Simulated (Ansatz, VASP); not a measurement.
ZnSe: VASP beside Ansatz

File POSCAR:

```
ZnSe
1.0
    0.0000000000      2.8338000000      2.8338000000
    2.8338000000      0.0000000000      2.8338000000
    2.8338000000      2.8338000000      0.0000000000
Se Zn
1 1
Direct
    0.2500000000      0.2500000000      0.2500000000
    0.0000000000      0.0000000000      0.0000000000
```

File INCAR.step1:

```
SYSTEM = ZnSe
PREC     = Accurate       ! precision mode
ENCUT    = 550            ! plane-wave cutoff, eV
ISMEAR   = -5             ! smearing method
SIGMA    = 0.05           ! smearing width, eV
LREAL    = .False.        ! projectors in reciprocal space
LASPH    = .True.         ! aspherical terms in the spheres
NELM     = 120            ! most SCF steps
NBANDS   = 16             ! bands
GGA      = PE             ! functional
ALGO     = Normal         ! electronic algorithm
EDIFF    = 1E-5           ! SCF threshold, eV
LWAVE    = .True.         ! write WAVECAR
LCHARG   = .False.        ! write CHGCAR
GGA_COMPAT= .False.
```

The input INCAR.step2:

```
SYSTEM = ZnSe
PREC     = Accurate       ! precision mode
ENCUT    = 550            ! plane-wave cutoff, eV
EDIFF    = 1E-6           ! SCF threshold, eV
ISMEAR   = -5             ! smearing method
SIGMA    = 0.05           ! smearing width, eV
LREAL    = .False.        ! projectors in reciprocal space
LASPH    = .True.         ! aspherical terms in the spheres
NELM     = 120            ! most SCF steps
ALGO     = Normal         ! electronic algorithm
ISIF     = 2              ! what is computed and relaxed
LWAVE    = .False.        ! write WAVECAR
LCHARG   = .False.        ! write CHGCAR
METAGGA  = R2SCAN         ! meta-GGA
LMIXTAU  = .True.       
LUSE_VDW = .True.       
IVDW_NL  = 2            
BPARAM   = 11.95        
CPARAM   = 0.0093       
NBANDS   = 16             ! bands
ISTART   = 1            
GGA_COMPAT= .False.
```

KPOINTS

```
Automatic mesh
0
Gamma
  8 8 8
  0 0 0
```

The input input.yaml:

```yaml
crystal:
  lattice: { a: 5.6676, b: 5.6676, c: 5.6676, alpha: 90.0, beta: 90.0, gamma: 90.0 }
  space_group: 216
  reduce_to_primitive: true
  atoms:
    - { symbol: Se, wyckoff: "4c", position: [0.25, 0.25, 0.25] }
    - { symbol: Zn, wyckoff: "4a", position: [0.0, 0.0, 0.0] }
hamiltonian:
  xc: r2scan
  pseudopotentials: { kind: paw, source: ansatz }
  dispersion: rvv10
kpoints:
  mp_grid: { grid: [8, 8, 8] }
scf:
  occupations: { method: tetrahedron }
output:
  forces: true
  stress: true
```

Alike in both runs: task single point; functional r2SCAN; dispersion rVV10; k mesh 8 × 8 × 8; occupations tetrahedron; no spin polarisation.

|  | VASP | Ansatz |
| --- | --- | --- |
| version | VASP 6.6.1 | Ansatz 0.2.0 |
| potentials or method | VASP PAW PBE potentials, release 64 (Se, Zn) | Ansatz PAW earlier set |
| plane-wave cutoff (eV) | 550 | 820 |
| valence electrons in the cell | 18 | 36 |

VASP gave:

* gap on the k mesh at the Fermi level (eV): 1.82
* least direct gap on the mesh (eV): 1.82
* pressure (GPa): -0.7

Problem. Estimate Ansatz's values.

Solution. gap on the k mesh at the Fermi level (eV): 1.82; least direct gap on the mesh (eV): 1.82; pressure (GPa): -0.9.

VASP's potentials were made for PBE, not for r2SCAN. VASP's potentials hold 18 valence electrons a cell and Ansatz's 36, so a difference there can come from the potentials and not from the codes.
